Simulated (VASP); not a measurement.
The system is Pt.

```xyz
2
Lattice="2.5805 0.0000 0.0000 -1.2902 2.2348 0.0000 0.0000 0.0000 4.4558" Properties=species:S:1:pos:R:3 pbc="T T T"
Pt    1.2902    0.7449    3.3419
Pt    0.0000    1.4898    1.1140
```

Base run:

- Program: VASP 6.6.1
- Functional: LDA
- Potentials or basis: VASP PAW LDA potentials, release 64 (Pt)
- Cutoff: 520 eV
- k mesh: 21 × 21 × 10
- Occupations: gaussian, width 0.15 eV
- Spin: collinear spin, ferromagnetic start
- Starting moments: [0.5, 0.5] μB
- Fixed moment: 1 μB

Its results: pressure 68.0 GPa; site moments Pt +0.49 μB.

The run is repeated on the same cell with these changes: fixed moment from 1 μB to 0.8 μB; moments at the start from [0.5, 0.5] to [0.4, 0.4]. What comes out?

Pressure 67.3 GPa; site moments Pt +0.39 μB.

Caveats: the total moment is fixed, so each spin has its own Fermi level.
